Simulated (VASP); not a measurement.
# KSnCl3 in VASP: a series of runs

Aim: see how the results for KSnCl3 move with the level of theory and the settings. Levels: r2SCAN, PBE. Tasks: single point.

Everything below comes from runs of VASP 6.6.1. Logs are shortened: lines on timing, memory, paths and dates and some standing lists are left out, and cuts for length are marked.

## 1. The cell of the first run

Symmetry: Pm-3m, No. 221, cubic system. Conventional cell: a = 5.540 Å, b = 5.540 Å, c = 5.540 Å, α = 90.00°, β = 90.00°, γ = 90.00°. Within 5.1 Å of K (site symmetry m-3m) lie 12 Cl at 3.92 Å and 8 Sn at 4.80 Å. Sn (site symmetry m-3m) has 6 Cl at 2.77 Å within 3.7 Å. Cl (site symmetry 4/mmm) has 2 Sn at 2.77 Å within 3.7 Å.

## 2. Single point, r2SCAN

Input file POSCAR:

```
KSnCl3
1.0
    5.5399858721      0.0000000000      0.0000000000
    0.0000000000      5.5399858721      0.0000000000
    0.0000000000      0.0000000000      5.5399858721
K Sn Cl
1 1 3
Direct
    0.0000000000      0.0000000000      0.0000000000
    0.5000000000      0.5000000000      0.5000000000
    0.5000000000      0.5000000000      0.0000000000
    0.5000000000      0.0000000000      0.5000000000
    0.0000000000      0.5000000000      0.5000000000
```

Input file INCAR.step1:

```
  PREC = Accurate
  ENCUT = 520
  ISMEAR = 0
  SIGMA = 0.01
  LREAL = False
  LASPH = True
  NELM = 60
  NBANDS = 30
  GGA = PE
  ALGO = Normal
  EDIFF = 1E-4
  LWAVE = True
  LCHARG = False
```

Input file INCAR.step2:

```
  PREC = Accurate
  ENCUT = 520
  EDIFF = 1E-6
  ISMEAR = 0
  SIGMA = 0.01
  LREAL = False
  LASPH = True
  NELM = 60
  ALGO = Normal
  ISIF = 2
  LWAVE = False
  LCHARG = False
  METAGGA = R2SCAN
  LMIXTAU = True
  NBANDS = 30
  ISTART = 1
```

Input file KPOINTS:

```
Automatic mesh
0
Gamma
  6 6 6
```

Potentials or basis: VASP PAW PBE potentials, release 64 (K_sv, Sn_d, Cl).

Command:

```console
> cat potpaw_PBE.64/K_sv/POTCAR potpaw_PBE.64/Sn_d/POTCAR potpaw_PBE.64/Cl/POTCAR > POTCAR
> cp INCAR.step1 INCAR
> mpirun -np 1 vasp_std > vasp.out
> cp INCAR.step2 INCAR
> mpirun -np 1 vasp_std > vasp.out
```

OUTCAR:

```text
PREC = Accurate
   ENCUT = 520
   EDIFF = 1E-6
   ISMEAR = 0
   LREAL = False
   LASPH = True
   NELM = 60
   ISIF = 2
   METAGGA = R2SCAN
   ISTART = 1

 ion  position               nearest neighbor table
   1  0.000  0.000  0.000-
   2  0.500  0.500  0.500-   3 2.77   4 2.77   5 2.77   3 2.77   4 2.77   5 2.77
   3  0.500  0.500  0.000-   2 2.77   2 2.77
   4  0.500  0.000  0.500-   2 2.77   2 2.77
   5  0.000  0.500  0.500-   2 2.77   2 2.77

  LATTYP: Found a simple cubic cell.
 ALAT       =     5.5399858721

  Lattice vectors:

 A1 = (   5.5399858721,   0.0000000000,   0.0000000000)
 A2 = (   0.0000000000,   5.5399858721,   0.0000000000)
 A3 = (   0.0000000000,   0.0000000000,   5.5399858721)

Analysis of symmetry for initial positions (statically):
=====================================================================
 Subroutine PRICEL returns:
 Original cell was already a primitive cell.

 Routine SETGRP: Setting up the symmetry group for a
 simple cubic supercell.

 Subroutine GETGRP returns: Found 48 space group operations
 (whereof 48 operations were pure point group operations)
 out of a pool of 48 trial point group operations.

The static configuration has the point symmetry O_h .

Analysis of symmetry for dynamics (positions and initial velocities):
=====================================================================
 Subroutine PRICEL returns:
 Original cell was already a primitive cell.

 Routine SETGRP: Setting up the symmetry group for a
 simple cubic supercell.

 Subroutine GETGRP returns: Found 48 space group operations
 (whereof 48 operations were pure point group operations)
 out of a pool of 48 trial point group operations.

The dynamic configuration has the point symmetry O_h .

 Subroutine INISYM returns: Found 48 space group operations
 (whereof 48 operations are pure point group operations),
 and found     1 'primitive' translations

----------------------------------------------------------------------------------------

                                     Primitive cell

  volume of cell :     170.0302

  direct lattice vectors                    reciprocal lattice vectors
     5.539985872  0.000000000  0.000000000     0.180505875  0.000000000  0.000000000
     0.000000000  5.539985872  0.000000000     0.000000000  0.180505875  0.000000000
     0.000000000  0.000000000  5.539985872     0.000000000  0.000000000  0.180505875

  length of vectors
     5.539985872  5.539985872  5.539985872     0.180505875  0.180505875  0.180505875

  position of ions in fractional coordinates (direct lattice)
     0.000000000  0.000000000  0.000000000
     0.500000000  0.500000000  0.500000000
     0.500000000  0.500000000  0.000000000
     0.500000000  0.000000000  0.500000000
     0.000000000  0.500000000  0.500000000

  ion indices of the primitive-cell ions
   primitive index   ion index
                 1           1
                 2           2
                 3           3
                 4           4
                 5           5

----------------------------------------------------------------------------------------

 KPOINTS: Automatic mesh

Automatic generation of k-mesh.
 Grid dimensions read from file:
 generate k-points for:    6    6    6

 Generating k-lattice:

  Cartesian coordinates                     Fractional coordinates (reciprocal lattice)
     0.030084313  0.000000000  0.000000000     0.166666667  0.000000000  0.000000000
     0.000000000  0.030084313  0.000000000     0.000000000  0.166666667  0.000000000
     0.000000000  0.000000000  0.030084313     0.000000000  0.000000000  0.166666667

  Length of vectors
     0.030084313  0.030084313  0.030084313

  Shift w.r.t. Gamma in fractional coordinates (k-lattice)
     0.000000000  0.000000000  0.000000000

 Subroutine IBZKPT returns following result:
 ===========================================

 Found     20 irreducible k-points:

 Following reciprocal coordinates:
            Coordinates               Weight
  0.000000  0.000000  0.000000      1.000000
  0.166667  0.000000  0.000000      6.000000
  0.333333  0.000000  0.000000      6.000000
  0.500000  0.000000  0.000000      3.000000
  0.166667  0.166667  0.000000     12.000000
  0.333333  0.166667  0.000000     24.000000
[... 12 lines left out ...]
  0.500000  0.500000  0.333333      6.000000
  0.500000  0.500000  0.500000      1.000000
   k-points           NKPTS =     20   k-points in BZ     NKDIM =     20   number of bands    NBANDS=     30
   number of dos      NEDOS =    301   number of ions     NIONS =      5
   total plane-waves  NPLWV =  74088
   dimension x,y,z NGX =    42 NGY =   42 NGZ =   42
   dimension x,y,z NGXF=    84 NGYF=   84 NGZF=   84
   ions per type =               1   1   3
   NGX,Y,Z   is equivalent  to a cutoff of  12.60, 12.60, 12.60 a.u.
   NGXF,Y,Z  is equivalent  to a cutoff of  25.21, 25.21, 25.21 a.u.
 SYSTEM =  unknown system
   PREC   = accura    normal or accurate (medium, high low for compatibility)
   ISTART =      1    job   : 0-new  1-cont  2-samecut
   ICHARG =      0    charge: 1-file 2-atom 10-const
   ISPIN  =      1    spin polarized calculation?
   LNONCOLLINEAR =      F non collinear calculations
   LSORBIT =      F    spin-orbit coupling
   LASPH  =      T    aspherical Exc in radial PAW
   ENCUT  =  520.0 eV  38.22 Ry    6.18 a.u.  10.30 10.30 10.30*2*pi/ulx,y,z
   NELM   =     60;   NELMIN=  2; NELMDL=  0     # of ELM steps
   EDIFF  = 0.1E-05   stopping-criterion for ELM
   LREAL  =      F    real-space projection
   EDIFFG = 0.1E-04   stopping-criterion for IOM
   NSW    =      0    number of steps for IOM
   IBRION =     -1    ionic relax: 0-MD 1-quasi-New 2-CG
   NFREE  =      0    steps in history (QN), initial steepest desc. (CG)
   ISIF   =      2    stress and relaxation
   ISYM   =      2    0-nonsym 1-usesym 2-fastsym
   POTIM  = 0.5000    time-step for ionic-motion
   TEBEG  =    0.0;   TEEND  =   0.0 temperature during run
   PSTRESS=    0.0 pullay stress
   NELECT =      44.0000    total number of electrons
   NUPDOWN=      -1.0000    fix difference up-down
   EMIN   =  10.00;   EMAX   =-10.00  energy-range for DOS
   EFERMI =   0.00;   METHOD = LEGACY
   ISMEAR =     0;   SIGMA  =   0.01  broadening in eV -4-tet -1-fermi 0-gaus
   EFERMI_NEDOS =   21; number of points for ismear=-14 and -15
   IALGO  =     38    algorithm
   IMIX   =      4    mixing-type and parameters
     AMIX     =   0.40;   BMIX     =  1.00
     AMIX_MAG =   1.60;   BMIX_MAG =  1.00
  volume/ion in A,a.u.               =      34.01       229.48
  Fermi-wavevector in a.u.,A,eV,Ry     =   1.043239  1.971435 14.807863  1.088347
  Thomas-Fermi vector in A             =   2.177939
   LORBIT       =      0    0 simple, 1 ext, 2 COOP (PROOUT), +10 PAW based schemes
   METAGGA = R2SCAN    functional components
   LHFCALC =     F    Hartree Fock is set to
   AEXX    =    0.0000 exact exchange contribution
   IVDW    =     0    specifies the selected vdW correction
   LEPSILON=     F    determine dielectric tensor
   LRPA    =     F    only Hartree local field effects (RPA)
 non-spin polarized calculation
 Gauss-broadening in eV      SIGMA  =   0.01
  energy-cutoff  :      520.00
  volume of cell :      170.03
 maximum number of plane-waves:      4632
 NGX is ok and might be reduce to    42
   NGX = 21   NGY = 21   NGZ = 21

 number of electron      43.9999984 magnetization

 Free energy of the ion-electron system (eV)
  ---------------------------------------------------
  ext. energy  EPLUGINS =         0.00000000
  ---------------------------------------------------
  free energy    TOTEN  =       -56.38892531 eV

  energy without entropy =      -56.38892531  energy(sigma->0) =      -56.38892531

 E-fermi :   2.5029     XC(G=0):  -7.8244

 val. band max:        2.3742929566   @ k =   0.5000   0.5000   0.5000
 cond. band min:       3.3445909575   @ k =   0.5000   0.5000   0.5000
 fundamental gap:      0.9702980009
 Fermi energy:         2.5029316879

 k-point     1 :       0.0000    0.0000    0.0000
  band No.  band energies     occupation
      1     -30.7765      2.00000
      2     -20.6514      2.00000
      3     -20.6514      2.00000
      4     -20.6014      2.00000
      5     -20.6014      2.00000
      6     -20.6014      2.00000
[... 22 lines left out ...]
     29       7.7509      0.00000
     30       7.7509      0.00000

 k-point     2 :       0.1667    0.0000    0.0000
  band No.  band energies     occupation
      1     -30.7765      2.00000
      2     -20.6514      2.00000
      3     -20.6479      2.00000
      4     -20.6015      2.00000
      5     -20.6015      2.00000
      6     -20.6014      2.00000
[... 22 lines left out ...]
     29       7.3789      0.00000
     30       7.9042      0.00000

 k-point     3 :       0.3333    0.0000    0.0000
  band No.  band energies     occupation
      1     -30.7765      2.00000
      2     -20.6513      2.00000
      3     -20.6410      2.00000
      4     -20.6016      2.00000
      5     -20.6016      2.00000
      6     -20.6014      2.00000
[... 22 lines left out ...]
     29       7.7101      0.00000
     30       8.2806      0.00000

 k-point     4 :       0.5000    0.0000    0.0000
  band No.  band energies     occupation
      1     -30.7765      2.00000
      2     -20.6513      2.00000
      3     -20.6375      2.00000
      4     -20.6017      2.00000
      5     -20.6017      2.00000
      6     -20.6013      2.00000
[... 22 lines left out ...]
     29       8.1439      0.00000
     30       8.3654      0.00000

 k-point     5 :       0.1667    0.1667    0.0000
  band No.  band energies     occupation
      1     -30.7765      2.00000
      2     -20.6496      2.00000
      3     -20.6462      2.00000
      4     -20.6016      2.00000
      5     -20.6015      2.00000
      6     -20.6015      2.00000
[... 22 lines left out ...]
     29       7.5586      0.00000
     30       7.8985      0.00000
[... 394 lines left out ...]
     29       7.8523      0.00000
     30       8.5141      0.00000

 k-point    18 :       0.5000    0.3333    0.3333
  band No.  band energies     occupation
      1     -30.7763      2.00000
      2     -20.6357      2.00000
      3     -20.6322      2.00000
      4     -20.6020      2.00000
      5     -20.6020      2.00000
      6     -20.6019      2.00000
[... 22 lines left out ...]
     29       8.1340      0.00000
     30       8.4214      0.00000

 k-point    19 :       0.5000    0.5000    0.3333
  band No.  band energies     occupation
      1     -30.7763      2.00000
      2     -20.6339      2.00000
      3     -20.6304      2.00000
      4     -20.6021      2.00000
      5     -20.6020      2.00000
      6     -20.6020      2.00000
[... 22 lines left out ...]
     29       7.9432      0.00000
     30       8.6014      0.00000

 k-point    20 :       0.5000    0.5000    0.5000
  band No.  band energies     occupation
      1     -30.7763      2.00000
      2     -20.6304      2.00000
      3     -20.6304      2.00000
      4     -20.6021      2.00000
      5     -20.6021      2.00000
      6     -20.6021      2.00000
[... 22 lines left out ...]
     29       7.8586      0.00000
     30       8.9667      0.00000

------------------------ aborting loop because EDIFF is reached ----------------------------------------

  FORCE on cell =-STRESS in cart. coord.  units (eV):
  Direction    XX          YY          ZZ          XY          YZ          ZX
  --------------------------------------------------------------------------------------
  -------------------------------------------------------------------------------------
  Total       -0.1877111     -0.1877111     -0.1877111     -0.0000000      0.0000000     -0.0000000
  in kB       -1.7687827     -1.7687827     -1.7687827     -0.0000000      0.0000000     -0.0000000
  external PRESSURE =      -1.7687827 kB  Pullay stress =       0.0000000 kB

 VOLUME and BASIS-vectors are now :
 -----------------------------------------------------------------------------
  energy-cutoff  :      520.00
  volume of cell :      170.03
      direct lattice vectors                 reciprocal lattice vectors
     5.539985872  0.000000000  0.000000000     0.180505875  0.000000000  0.000000000
     0.000000000  5.539985872  0.000000000     0.000000000  0.180505875  0.000000000
     0.000000000  0.000000000  5.539985872     0.000000000  0.000000000  0.180505875

 POSITION                                       TOTAL-FORCE (eV/Angst)
 -----------------------------------------------------------------------------------
      0.00000      0.00000      0.00000         0.000000      0.000000      0.000000
      2.76999      2.76999      2.76999         0.000000      0.000000      0.000000
      2.76999      2.76999      0.00000         0.000000      0.000000      0.000000
      2.76999      0.00000      2.76999         0.000000      0.000000      0.000000
      0.00000      2.76999      2.76999         0.000000      0.000000      0.000000
 -----------------------------------------------------------------------------------
    total drift:                                0.000000     -0.000000     -0.000000

  FREE ENERGIE OF THE ION-ELECTRON SYSTEM (eV)
  ---------------------------------------------------
  free  energy   TOTEN  =       -56.3889253076 eV

  energy  without entropy=      -56.3889253076  energy(sigma->0) =      -56.38892531
```

Run time: 3.1 min. Hardware: 1 thread of AMD EPYC 9R45 (Zen 5), shared host; peak memory 0.31 GiB.

What came out:

- Free energy: -56.3889 eV
- Pressure: -0.2 GPa
- Band gap on the k mesh: 0.97 eV

Caveat: the PAW data sets were made with another functional, which shifts forces and pressure a little; spin-orbit coupling is left out, which moves the levels of the heavy elements. A k mesh can miss the band edges.

## 3. Single point, PBE (epitaxial xy strain -0.5%)

Input file INCAR:

```
SYSTEM = KSnCl3
PREC = Accurate
ENCUT = 520
EDIFF = 1E-6
ISMEAR = -1
SIGMA = 0.02
LREAL = .FALSE.
LASPH = .TRUE.
NELM = 80
ALGO = Normal
ISIF = 2
LWAVE = .FALSE.
LCHARG = .FALSE.
GGA = PE
NBANDS = 30
```

Input file KPOINTS:

```
Automatic mesh
0
G
  6 6 6
  0 0 0
```

Changes to POSCAR since step 2:

```diff
@@ -2,5 +2,5 @@
 1.0
-    5.5399858721      0.0000000000      0.0000000000
-    0.0000000000      5.5399858721      0.0000000000
-    0.0000000000      0.0000000000      5.5399858721
+    5.5122859427      0.0000000000      0.0000000000
+    0.0000000000      5.5122859427      0.0000000000
+    0.0000000000      0.0000000000      5.5493217223
 K Sn Cl
```

Potentials or basis: VASP PAW PBE potentials, release 64 (K_sv, Sn_d, Cl).

Command:

```console
> cat potpaw_PBE.64/K_sv/POTCAR potpaw_PBE.64/Sn_d/POTCAR potpaw_PBE.64/Cl/POTCAR > POTCAR
> mpirun -np 1 vasp_std > vasp.out
```

Run time: 74 s. Hardware: 1 thread of AMD EPYC 9R45 (Zen 5), shared host; peak memory 0.33 GiB.

It converged, with:

```yaml
Free_energy: -17.1678 eV
Pressure: 0.8 GPa
Band_gap_on_the_k_mesh: 0.71 eV
```

Stress tensor (GPa, compression positive):
```
0.86 0.00 0.00
0.00 0.86 0.00
0.00 0.00 0.54
```

Levels at points of the mesh, in eV from the valence-band top:
| k point | band 19 | band 20 | band 21 | band 22 | band 23 | band 24 | band 25 | band 26 |
| --- | --- | --- | --- | --- | --- | --- | --- | --- |
| (0.00, 0.00, 0.00) | -3.75 | -3.71 | -3.71 | -3.71 | 1.61 | 3.86 | 3.87 | 4.48 |
| (0.50, 0.00, 0.00) | -3.86 | -3.75 | -3.74 | -2.31 | 1.81 | 3.13 | 3.69 | 4.28 |
| (0.50, 0.50, 0.00) | -3.98 | -3.98 | -3.31 | -1.09 | 1.29 | 1.29 | 3.80 | 3.84 |
| (0.00, 0.00, 0.50) | -3.87 | -3.75 | -3.75 | -2.36 | 1.78 | 3.10 | 3.69 | 4.39 |
| (0.50, 0.00, 0.50) | -3.97 | -3.95 | -3.32 | -1.14 | 1.26 | 1.31 | 3.83 | 3.92 |
| (0.50, 0.50, 0.50) | -3.31 | -3.31 | -3.31 | 0.00 | 0.71 | 0.76 | 0.76 | 2.99 |

Caveat: the cell differs from its parent crystal (epitaxial xy strain -0.5%); spin-orbit coupling is left out, which moves the levels of the heavy elements. A k mesh can miss the band edges.

## 4. Single point, PBE (uniaxial x strain +3.0%)

Input file INCAR:

```
SYSTEM = KSnCl3
PREC = Accurate ; ENCUT = 520
EDIFF = 1E-6 ; ISMEAR = -1
SIGMA = 0.02 ; LREAL = .False.
LASPH = .True. ; NELM = 60
ALGO = Normal ; ISIF = 2
LWAVE = .False. ; LCHARG = .False.
GGA = PE ; NBANDS = 30
```

Input file KPOINTS:

```
regular mesh
0
Gamma
  6 6 6
  0 0 0
```

Changes to POSCAR since step 3:

```diff
@@ -2,5 +2,5 @@
 1.0
-    5.5122859427      0.0000000000      0.0000000000
-    0.0000000000      5.5122859427      0.0000000000
-    0.0000000000      0.0000000000      5.5493217223
+    5.7061854482      0.0000000000      0.0000000000
+    0.0000000000      5.5399858721      0.0000000000
+    0.0000000000      0.0000000000      5.5399858721
 K Sn Cl
```

Command:

```console
> cat potpaw_PBE.64/K_sv/POTCAR potpaw_PBE.64/Sn_d/POTCAR potpaw_PBE.64/Cl/POTCAR > POTCAR
> mpirun -np 1 vasp_std > vasp.out
```

Wall time 73 s (1 thread of AMD EPYC 9R45 (Zen 5), shared host); peak memory 0.34 GiB.

Results (log left out):

| Item | Value |
| --- | --- |
| Free energy | -17.1693 eV |
| Pressure | -0.1 GPa |
| Band gap on the k mesh | 0.80 eV |

Stress tensor (GPa, compression positive):
```
-0.91  0.00  0.00
 0.00  0.27  0.00
 0.00  0.00  0.27
```

Levels at points of the mesh, in eV from the valence-band top:
```tsv
k point	band 19	band 20	band 21	band 22	band 23	band 24	band 25	band 26
(0.00, 0.00, 0.00)	-3.41	-3.38	-3.36	-3.36	1.87	4.14	4.20	4.71
(0.50, 0.00, 0.00)	-3.53	-3.42	-3.42	-2.30	1.85	3.26	3.93	4.60
(0.00, 0.50, 0.00)	-3.50	-3.42	-3.37	-2.11	1.96	3.36	3.93	4.10
(0.50, 0.50, 0.00)	-3.63	-3.54	-3.01	-1.10	1.34	1.55	3.99	4.14
(0.00, 0.50, 0.50)	-3.66	-3.66	-2.99	-0.92	1.46	1.46	3.65	4.02
(0.50, 0.50, 0.50)	-3.00	-3.00	-2.99	0.00	0.80	1.01	1.01	3.25
```

Caveat: the cell differs from its parent crystal (uniaxial x strain +3.0%); spin-orbit coupling is left out, which moves the levels of the heavy elements. A k mesh can miss the band edges.

(Part 1 of 2 ends here.)
